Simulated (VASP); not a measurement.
# MnHg (Pm-3m) in VASP: further runs

MnHg is run at these levels: LDA; tasks: single point.

Everything below comes from runs of VASP 6.6.1. Logs are shortened: lines on timing, memory, paths and dates and some standing lists are left out, and cuts for length are marked.

### Step 1. The cell of the first run

Symmetry: Pm-3m, No. 221, cubic system. The conventional cell has a = 3.325 Å, b = 3.325 Å, c = 3.325 Å, α = 90.00°, β = 90.00°, γ = 90.00°. Hg (site symmetry m-3m) has 8 Mn at 2.88 Å and 6 Hg at 3.33 Å within 3.8 Å. Mn (site symmetry m-3m) has 8 Hg at 2.88 Å and 6 Mn at 3.33 Å within 3.8 Å.

### Step 2. Single point, LDA, collinear spin, ferromagnetic start

File INCAR:

```
SYSTEM = MnHg
PREC     = Accurate       ! precision mode
ENCUT    = 520            ! plane-wave cutoff, eV
EDIFF    = 1E-6           ! SCF threshold, eV
ISMEAR   = -1             ! smearing method
SIGMA    = 0.1            ! smearing width, eV
LREAL    = .False.        ! projectors in reciprocal space
LASPH    = .True.         ! aspherical terms in the spheres
NELM     = 150            ! most SCF steps
ALGO     = Normal         ! electronic algorithm
ISIF     = 2              ! what is computed and relaxed
LWAVE    = .False.        ! write WAVECAR
LCHARG   = .False.        ! write CHGCAR
ISPIN    = 2              ! spin polarisation
MAGMOM   = 0 0 4.5 4.5    ! initial moments
LORBIT   = 11             ! projections on sites
LMAXMIX  = 4              ! l up to which the mixer works
GGA      = CA             ! functional
NBANDS   = 37             ! bands
```

File KPOINTS:

```
Automatic mesh
0
Gamma
  6 8 6
  0 0 0
```

File POSCAR:

```
MnHg
1.0
   -3.3250000000      0.0000000000     -3.3250000000
    0.0000000000     -3.3250000000      0.0000000000
   -3.3250000000      0.0000000000      3.3250000000
Hg Mn
2 2
Direct
    0.0000000000      0.0000000000      0.0000000000
    0.5000000000      0.0000000000      0.5000000000
    0.0000000000      0.5000000000      0.5000000000
    0.5000000000      0.5000000000      0.0000000000
```

Potentials or basis: VASP PAW LDA potentials, release 64 (Hg, Mn_pv).

On the command line:

```console
$ cat potpaw_LDA.64/Hg/POTCAR potpaw_LDA.64/Mn_pv/POTCAR > POTCAR
$ mpirun -np 1 vasp_std > vasp.out
```

OUTCAR:

```text
SYSTEM = MnHg
   PREC = Accurate
   ENCUT = 520
   EDIFF = 1E-6
   ISMEAR = -1
   LREAL = .False.
   LASPH = .True.
   NELM = 150
   ISIF = 2
   ISPIN = 2
   LORBIT = 11
   GGA = CA

 ion  position               nearest neighbor table
   1  0.000  0.000  0.000-   3 2.88   4 2.88   3 2.88   3 2.88   4 2.88   3 2.88   4 2.88   4 2.88
                             2 3.33   2 3.33   2 3.33   2 3.33
   2  0.500  0.000  0.500-   3 2.88   4 2.88   4 2.88   3 2.88   4 2.88   4 2.88   3 2.88   3 2.88
                             1 3.33   1 3.33   1 3.33   1 3.33
   3  0.000  0.500  0.500-   1 2.88   2 2.88   1 2.88   1 2.88   2 2.88   1 2.88   2 2.88   2 2.88

   4  0.500  0.500  0.000-   1 2.88   2 2.88   2 2.88   1 2.88   2 2.88   2 2.88   1 2.88   1 2.88

  LATTYP: Found a simple tetragonal cell.
 ALAT       =     4.7022600949
 C/A-ratio  =     0.7071067812

  Lattice vectors:

 A1 = (   3.3250000000,   0.0000000000,   3.3250000000)
 A2 = (  -3.3250000000,   0.0000000000,   3.3250000000)
 A3 = (   0.0000000000,  -3.3250000000,   0.0000000000)

Analysis of symmetry for initial positions (statically):
=====================================================================
 Subroutine PRICEL returns following result:

  LATTYP: Found a simple cubic cell.
 ALAT       =     3.3250000000

  Lattice vectors:

 A1 = (   0.0000000000,   0.0000000000,  -3.3250000000)
 A2 = (   0.0000000000,  -3.3250000000,   0.0000000000)
 A3 = (  -3.3250000000,   0.0000000000,   0.0000000000)

   2 primitive cells build up your supercell.

 Routine SETGRP: Setting up the symmetry group for a
 simple tetragonal supercell.

 Subroutine GETGRP returns: Found 16 space group operations
 (whereof 16 operations were pure point group operations)
 out of a pool of 16 trial point group operations.

The static configuration has the point symmetry D_4h.

Analysis of symmetry for dynamics (positions and initial velocities):
=====================================================================
 Subroutine PRICEL returns following result:

  LATTYP: Found a simple cubic cell.
 ALAT       =     3.3250000000

  Lattice vectors:

 A1 = (   0.0000000000,   0.0000000000,  -3.3250000000)
 A2 = (   0.0000000000,  -3.3250000000,   0.0000000000)
 A3 = (  -3.3250000000,   0.0000000000,   0.0000000000)

   2 primitive cells build up your supercell.

 Routine SETGRP: Setting up the symmetry group for a
 simple tetragonal supercell.

 Subroutine GETGRP returns: Found 16 space group operations
 (whereof 16 operations were pure point group operations)
 out of a pool of 16 trial point group operations.

The dynamic configuration has the point symmetry D_4h.

Analysis of structural, dynamic, and magnetic symmetry:
=====================================================================
 Subroutine PRICEL returns following result:

  LATTYP: Found a simple cubic cell.
 ALAT       =     3.3250000000

  Lattice vectors:

 A1 = (   0.0000000000,   0.0000000000,  -3.3250000000)
 A2 = (   0.0000000000,  -3.3250000000,   0.0000000000)
 A3 = (  -3.3250000000,   0.0000000000,   0.0000000000)

   2 primitive cells build up your supercell.

 Routine SETGRP: Setting up the symmetry group for a
 simple tetragonal supercell.

 Subroutine GETGRP returns: Found 16 space group operations
 (whereof 16 operations were pure point group operations)
 out of a pool of 16 trial point group operations.

The overall configuration has the point symmetry D_4h.

 Subroutine INISYM returns: Found 16 space group operations
 (whereof 16 operations are pure point group operations),
 and found     2 'primitive' translations

----------------------------------------------------------------------------------------

                                     Primitive cell

  volume of cell :      36.7600

  direct lattice vectors                    reciprocal lattice vectors
     0.000000000  0.000000000 -3.325000000     0.000000000  0.000000000 -0.300751880
     0.000000000 -3.325000000  0.000000000     0.000000000 -0.300751880  0.000000000
    -3.325000000  0.000000000  0.000000000    -0.300751880  0.000000000  0.000000000

  length of vectors
     3.325000000  3.325000000  3.325000000     0.300751880  0.300751880  0.300751880

  position of ions in fractional coordinates (direct lattice)
     0.000000000  0.000000000  0.000000000
     0.500000000  0.500000000  0.500000000

  ion indices of the primitive-cell ions
   primitive index   ion index
                 1           1
                 2           3

----------------------------------------------------------------------------------------

 KPOINTS: Automatic mesh

Automatic generation of k-mesh.
 Grid dimensions read from file:
 generate k-points for:    6    8    6

 Generating k-lattice:

  Cartesian coordinates                     Fractional coordinates (reciprocal lattice)
    -0.025062657  0.000000000 -0.025062657     0.166666667  0.000000000  0.000000000
     0.000000000 -0.037593985  0.000000000     0.000000000  0.125000000  0.000000000
    -0.025062657  0.000000000  0.025062657     0.000000000  0.000000000  0.166666667

  Length of vectors
     0.035443949  0.037593985  0.035443949

  Shift w.r.t. Gamma in fractional coordinates (k-lattice)
     0.000000000  0.000000000  0.000000000

 Subroutine IBZKPT returns following result:
 ===========================================

 Found     50 irreducible k-points:

 Following reciprocal coordinates:
            Coordinates               Weight
  0.000000  0.000000  0.000000      1.000000
  0.166667  0.000000  0.000000      4.000000
  0.333333  0.000000  0.000000      4.000000
  0.500000  0.000000  0.000000      2.000000
  0.000000  0.125000  0.000000      2.000000
  0.166667  0.125000  0.000000      8.000000
[... 16 lines left out ...]
  0.500000  0.000000  0.166667      4.000000
  0.166667  0.125000  0.166667      8.000000
 [... further k-points ...]
   k-points           NKPTS =     50   k-points in BZ     NKDIM =     50   number of bands    NBANDS=     37
   number of dos      NEDOS =    301   number of ions     NIONS =      4
   total plane-waves  NPLWV =  36288
   dimension x,y,z NGX =    36 NGY =   28 NGZ =   36
   dimension x,y,z NGXF=    72 NGYF=   56 NGZF=   72
   ions per type =               2   2
   NGX,Y,Z   is equivalent  to a cutoff of  12.73, 14.00, 12.73 a.u.
   NGXF,Y,Z  is equivalent  to a cutoff of  25.46, 28.00, 25.46 a.u.
 SYSTEM =  MnHg
   PREC   = accura    normal or accurate (medium, high low for compatibility)
   ISTART =      0    job   : 0-new  1-cont  2-samecut
   ICHARG =      2    charge: 1-file 2-atom 10-const
   ISPIN  =      2    spin polarized calculation?
   LNONCOLLINEAR =      F non collinear calculations
   LSORBIT =      F    spin-orbit coupling
   LASPH  =      T    aspherical Exc in radial PAW
   ENCUT  =  520.0 eV  38.22 Ry    6.18 a.u.   8.74  6.18  8.74*2*pi/ulx,y,z
   NELM   =    150;   NELMIN=  2; NELMDL= -5     # of ELM steps
   EDIFF  = 0.1E-05   stopping-criterion for ELM
   LREAL  =      F    real-space projection
   EDIFFG = 0.1E-04   stopping-criterion for IOM
   NSW    =      0    number of steps for IOM
   IBRION =     -1    ionic relax: 0-MD 1-quasi-New 2-CG
   NFREE  =      0    steps in history (QN), initial steepest desc. (CG)
   ISIF   =      2    stress and relaxation
   ISYM   =      2    0-nonsym 1-usesym 2-fastsym
   POTIM  = 0.5000    time-step for ionic-motion
   TEBEG  =    0.0;   TEEND  =   0.0 temperature during run
   PSTRESS=    0.0 pullay stress
   NELECT =      50.0000    total number of electrons
   NUPDOWN=      -1.0000    fix difference up-down
   EMIN   =  10.00;   EMAX   =-10.00  energy-range for DOS
   EFERMI =   0.00;   METHOD = LEGACY
   ISMEAR =    -1;   SIGMA  =   0.10  broadening in eV -4-tet -1-fermi 0-gaus
   EFERMI_NEDOS =   21; number of points for ismear=-14 and -15
   IALGO  =     38    algorithm
   IMIX   =      4    mixing-type and parameters
     AMIX     =   0.40;   BMIX     =  1.00
     AMIX_MAG =   1.60;   BMIX_MAG =  1.00
  volume/ion in A,a.u.               =      18.38       124.03
  Fermi-wavevector in a.u.,A,eV,Ry     =   1.439671  2.720583 28.200141  2.072652
  Thomas-Fermi vector in A             =   2.558500
   LORBIT       =     11    0 simple, 1 ext, 2 COOP (PROOUT), +10 PAW based schemes
   GGA     = CA    functional components
   LHFCALC =     F    Hartree Fock is set to
   AEXX    =    0.0000 exact exchange contribution
   IVDW    =     0    specifies the selected vdW correction
   LEPSILON=     F    determine dielectric tensor
   LRPA    =     F    only Hartree local field effects (RPA)
 spin polarized calculation
  energy-cutoff  :      520.00
  volume of cell :       73.52
 maximum number of plane-waves:      2013
 NGX is ok and might be reduce to    36
   NGX = 17   NGY = 13   NGZ = 17

 number of electron      49.9999963 magnetization       7.5126311

 Free energy of the ion-electron system (eV)
  ---------------------------------------------------
  ext. energy  EPLUGINS =         0.00000000
  ---------------------------------------------------
  free energy    TOTEN  =       -19.79064306 eV

  energy without entropy =      -19.66460683  energy(sigma->0) =      -19.72762495

 E-fermi :   5.0592     XC(G=0): -11.9451

 val. band max:        5.0522949976   @ k =   0.5000   0.1250   0.5000
 cond. band min:       5.0632754668   @ k =   0.3333   0.5000   0.0000
 fundamental gap:      0.0109804692
 Fermi energy:         5.0591758165

 spin component 1

 k-point     1 :       0.0000    0.0000    0.0000
  band No.  band energies     occupation
      1     -44.2604      1.00000
      2     -44.2604      1.00000
      3     -44.2458      1.00000
      4     -44.2458      1.00000
      5     -44.2424      1.00000
      6     -44.2400      1.00000
[... 29 lines left out ...]
     36      16.4093      0.00000
     37      16.4105      0.00000
[... 918 lines left out ...]
     36      14.5686      0.00000
     37      15.4818      0.00000

 [... further k-points ...]

 spin component 2

 k-point     1 :       0.0000    0.0000    0.0000
  band No.  band energies     occupation
      1     -40.7144      1.00000
      2     -40.7144      1.00000
      3     -40.6964      1.00000
      4     -40.6964      1.00000
      5     -40.6924      1.00000
      6     -40.6893      1.00000
[... 29 lines left out ...]
     36      17.0055      0.00000
     37      17.2690      0.00000
[... 918 lines left out ...]
     36      15.3974      0.00000
     37      16.3182      0.00000

 [... further k-points ...]

------------------------ aborting loop because EDIFF is reached ----------------------------------------

  FORCE on cell =-STRESS in cart. coord.  units (eV):
  Direction    XX          YY          ZZ          XY          YZ          ZX
  --------------------------------------------------------------------------------------
  -------------------------------------------------------------------------------------
  Total       -4.7801214     -4.5595863     -4.7801214      0.0000000      0.0000000      0.0000000
  in kB     -104.1704561    -99.3644603   -104.1704561      0.0000000      0.0000000      0.0000000
  external PRESSURE =    -102.5684575 kB  Pullay stress =       0.0000000 kB

 VOLUME and BASIS-vectors are now :
 -----------------------------------------------------------------------------
  energy-cutoff  :      520.00
  volume of cell :       73.52
      direct lattice vectors                 reciprocal lattice vectors
    -3.325000000  0.000000000 -3.325000000    -0.150375940  0.000000000 -0.150375940
     0.000000000 -3.325000000  0.000000000     0.000000000 -0.300751880  0.000000000
    -3.325000000  0.000000000  3.325000000    -0.150375940  0.000000000  0.150375940

 POSITION                                       TOTAL-FORCE (eV/Angst)
 -----------------------------------------------------------------------------------
      0.00000      0.00000      0.00000         0.000000      0.000000     -0.000000
     -3.32500      0.00000      0.00000        -0.000000      0.000000     -0.000000
     -1.66250     -1.66250      1.66250        -0.000000     -0.000000      0.000000
     -1.66250     -1.66250     -1.66250        -0.000000      0.000000      0.000000
 -----------------------------------------------------------------------------------
    total drift:                               -0.000000     -0.000000      0.000000

  FREE ENERGIE OF THE ION-ELECTRON SYSTEM (eV)
  ---------------------------------------------------
  free  energy   TOTEN  =       -19.7906430602 eV

  energy  without entropy=      -19.6646068318  energy(sigma->0) =      -19.72762495

 total charge

# of ion       s       p       d       tot
------------------------------------------
    1        0.813   0.502   9.255  10.570
    2        0.813   0.502   9.255  10.570
    3        0.250   6.165   5.011  11.426
    4        0.250   6.165   5.011  11.426
--------------------------------------------------
tot          2.127  13.333  28.532  43.992

 magnetization (x)

# of ion       s       p       d       tot
------------------------------------------
    1       -0.041  -0.043   0.042  -0.043
    2       -0.041  -0.043   0.042  -0.043
    3        0.019   0.010   3.610   3.639
    4        0.019   0.010   3.610   3.639
--------------------------------------------------
tot         -0.044  -0.067   7.303   7.192
```

Run time: 86 s. Hardware: 1 thread of Intel Xeon 6975P-C (Granite Rapids), shared host; peak memory 0.3 GiB.

Results:

```
Free energy                                           : -19.7906 eV
Pressure                                              : -10.3 GPa
Net moment                                            : 7.51 μB per cell
Site moments                                          : Hg -0.04; Mn +3.64 μB
Valence electrons inside the program's atomic spheres : Hg 10.57; Mn 11.43
```

Stress tensor (GPa, compression positive):
```
-10.42   0.00   0.00
  0.00  -9.94   0.00
  0.00   0.00 -10.42
```

Caveat: the cell stands under tension; spin-orbit coupling is left out, which moves the levels of the heavy elements.

### Step 3. Single point, LDA, collinear spin, antiferromagnetic start

File INCAR:

```
SYSTEM = MnHg
PREC = Accurate
ENCUT = 520
EDIFF = 1E-6
ISMEAR = -1
SIGMA = 0.1
LREAL = .False.
LASPH = .True.
NELM = 150
ALGO = Normal
ISIF = 2
LWAVE = .False.
LCHARG = .False.
ISPIN = 2
MAGMOM = 0 0 4.5 -4.5
LORBIT = 11
LMAXMIX = 4
NBANDS = 37
```

KPOINTS is that of step 2.

POSCAR is that of step 2.

Potentials or basis: VASP PAW LDA potentials, release 64 (Hg, Mn_pv).

On the command line:

```console
$ cat potpaw_LDA.64/Hg/POTCAR potpaw_LDA.64/Mn_pv/POTCAR > POTCAR
$ mpirun -np 1 vasp_std > vasp.out
```

Wall time 81 s (1 thread of Intel Xeon 6975P-C (Granite Rapids), shared host); peak memory 0.31 GiB.

Results (log left out):

```
Free energy                                           : -19.6548 eV
Pressure                                              : -9.3 GPa
Band gap on the k mesh                                : zero (filled and empty bands overlap)
Net moment                                            : 0.00 μB per cell
Site moments                                          : Hg +0.00; Mn +3.66, -3.66 μB
Valence electrons inside the program's atomic spheres : Hg 10.58; Mn 11.42
```

Stress tensor (GPa, compression positive):
```
 -8.94   0.00   0.00
  0.00 -10.07   0.00
  0.00   0.00  -8.94
```

Levels at points of the mesh, in eV from the Fermi level:
Spin up:
```tsv
k point	band 22	band 23	band 24	band 25	band 26	band 27	band 28	band 29
(0.00, 0.00, 0.00)	-1.63	-1.31	-1.31	-0.62	0.35	1.06	1.37	1.37
(0.50, 0.00, 0.00)	-2.06	-1.64	-0.42	-0.25	0.45	0.84	1.35	2.09
(0.00, 0.50, 0.00)	-2.39	-1.26	-0.39	-0.39	0.09	0.46	0.97	1.86
(0.50, 0.50, 0.00)	-2.19	-1.73	-0.72	-0.33	-0.19	0.69	1.25	1.63
(0.50, 0.00, 0.50)	-2.39	-2.10	-2.10	-1.74	0.42	0.69	0.88	0.88
(0.50, 0.50, 0.50)	-1.41	-1.35	-1.35	-1.12	-0.63	-0.63	0.68	1.27
```
Spin down:
```
           k point  band 23  band 24  band 25  band 26  band 27  band 28
(0.00, 0.00, 0.00)    -1.31    -1.31    -0.62     0.35     1.06     1.37
(0.50, 0.00, 0.00)    -1.64    -0.42    -0.25     0.45     0.84     1.35
(0.00, 0.50, 0.00)    -1.26    -0.39    -0.39     0.09     0.46     0.97
(0.50, 0.50, 0.00)    -1.73    -0.72    -0.33    -0.19     0.69     1.25
(0.50, 0.00, 0.50)    -2.10    -2.10    -1.74     0.42     0.69     0.88
(0.50, 0.50, 0.50)    -1.35    -1.35    -1.12    -0.63    -0.63     0.68
```

Caveat: the cell stands under tension; spin-orbit coupling is left out, which moves the levels of the heavy elements.
